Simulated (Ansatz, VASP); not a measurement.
# LiH in VASP and in Ansatz

```
CELL_PARAMETERS angstrom
3.25482 0.00000 0.00000
-1.62741 2.81876 0.00000
0.00000 0.00000 4.06907
ATOMIC_POSITIONS crystal
Li 0.33333 0.66667 0.25000
Li 0.66667 0.33333 0.75000
H 0.66667 0.33333 0.25000
H 0.33333 0.66667 0.75000
```

Alike in both runs: task single point; functional LDA; k mesh 12 × 12 × 6; no spin polarisation.

|  | VASP | Ansatz |
| --- | --- | --- |
| version | VASP 6.6.1 | Ansatz 0.2.0 |
| potentials or method | VASP PAW LDA potentials, release 64 (Li_sv, H) | plane waves, PAW |
| plane-wave cutoff (eV) | 520 | 420 |
| occupations | gaussian, width 0.01 eV | fixed |
| valence electrons in the cell | 8 | 8 |

```csv
,VASP,Ansatz,Ansatz less VASP
gap on the k mesh at the Fermi level (eV),1.45,1.46,+0.008
```

LDA's correlation is that of Perdew and Zunger in VASP and of Perdew and Wang (1992) in Ansatz.

Noted on VASP's run: the cutoff is under 1.25 times that of the potentials, so the pressure is a little rough.
